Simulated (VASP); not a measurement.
A run of VASP 6.6.1:

The input INCAR:

```
SYSTEM = PbS
  PREC = Accurate
  ENCUT = 520
  EDIFF = 1E-6
  ISMEAR = 0
  SIGMA = 0.05
  LREAL = .False.
  LASPH = .True.
  NELM = 150
  ALGO = Normal
  ISIF = 2
  LWAVE = .False.
  LCHARG = .False.
  MAGMOM = 0 0 0 0 0 0
  LORBIT = 11
  LSORBIT = .True.
  GGA_COMPAT = .False.
  LORBMOM = .True.
  GGA = PE
  NBANDS = 32
```

Contents of KPOINTS:

```
Automatic mesh
0
Gamma
  6 6 6
  0 0 0
```

Contents of POSCAR:

```
PbS
1.0
    0.0000000000      3.3238314131      3.3238314131
    3.3238314131      0.0000000000      3.3238314131
    3.3238314131      3.3238314131      0.0000000000
Pb S
1 1
Direct
    0.0000000000      0.0000000000      0.0000000000
    0.2500000000      0.2500000000      0.2500000000
```

Potentials or basis: VASP PAW PBE potentials, release 64 (Pb_d, S).

Run with:

```sh
$ cat potpaw_PBE.64/Pb_d/POTCAR potpaw_PBE.64/S/POTCAR > POTCAR
$ mpirun -np 1 vasp_ncl > vasp.out
```

Hardware: 1 thread of Intel Xeon 8259CL, on a shared host.

Q: Estimate the wall time of this run.

A: Run time: 4 min on 1 thread of Intel Xeon 8259CL, with other jobs on the host, peak memory 0.42 GiB. Counts: scf iterations 15, k points 22.
